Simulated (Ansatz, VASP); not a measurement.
Ru in VASP and in Ansatz

Contents of INCAR:

```
ALGO     = Fast           # electronic algorithm
EDIFF    = 1E-6           # SCF threshold, eV
ENCUT    = 520            # plane-wave cutoff, eV
GGA      = PS             # functional
ISIF     = 2              # what is computed and relaxed
ISMEAR   = 0              # smearing method
LASPH    = T              # aspherical terms in the spheres
LCHARG   = T              # write CHGCAR
LELF     = T              # ELF
LREAL    = F              # projectors in reciprocal space
LVHAR    = T            
LWAVE    = F              # write WAVECAR
NBANDS   = 21             # bands
NELM     = 80             # most SCF steps
PREC     = Accurate       # precision mode
SIGMA    = 0.15           # smearing width, eV
```

File KPOINTS:

```
k-points
0
Gamma
  24 24 12
```

Contents of POSCAR:

```
Ru
1.0
    2.4893353875      0.0000000000      0.0000000000
   -1.2446676937      2.1558276841      0.0000000000
    0.0000000000      0.0000000000      3.9393480000
Ru
2
Direct
    0.3333333333      0.6666666667      0.2500000000
    0.6666666667      0.3333333333      0.7500000000
```

Input for Ansatz:

```yaml
crystal:
  lattice:
    - [2.4893353875, 0.0, 0.0]
    - [-1.2446676937, 2.1558276841, 0.0]
    - [0.0, 0.0, 3.939348]
  atoms:
    - { symbol: Ru, position: [0.3333333333, 0.6666666667, 0.25] }
    - { symbol: Ru, position: [0.6666666667, 0.3333333333, 0.75] }
basis:
  ecutwfc: 420
kpoints:
  mp_grid: { grid: [24, 24, 12] }
hamiltonian:
  xc: pbesol
scf:
  occupations: { method: gaussian, width: 0.15 }
output:
  forces: true
  stress: true
  eigenvalues: true
  write_density: true
  write_potential: true
  elf: true
  volumetric_format: npy
```

Change from the starting cell: strain -0.080 along x and y, -0.080 along z, atoms carried along.

Alike in both runs: task single point; functional PBEsol; k mesh 24 × 24 × 12; occupations gaussian, width 0.15 eV; no spin polarisation.

|  | VASP | Ansatz |
| --- | --- | --- |
| version | VASP 6.6.1 | Ansatz 0.2.0 |
| potentials or method | VASP PAW PBE potentials, release 64 (Ru_pv), cutoff 520 eV | scalar-relativistic, plane waves, PAW |
| valence electrons in the cell | 28 | 32 |

|  | VASP | Ansatz | Ansatz less VASP |
| --- | --- | --- | --- |
| gap on the k mesh at the Fermi level (eV) | none | none | - |
| pressure (GPa) | 139.5 | 138.0 | -1.50 |
| traceless stress, the component that is largest in VASP (GPa) | 4.01 | 3.83 | -0.179 |

VASP's potentials were made for PBE, not for PBEsol. A gap of «none» marks a metal or a gap that the smearing closes. Both programs put the cell under a high pressure, so it lies far from rest at this level. VASP's potentials hold 28 valence electrons a cell and Ansatz's 32, so a difference there can come from the potentials and not from the codes.

Noted on VASP's run: the cell as given lies far from equilibrium.
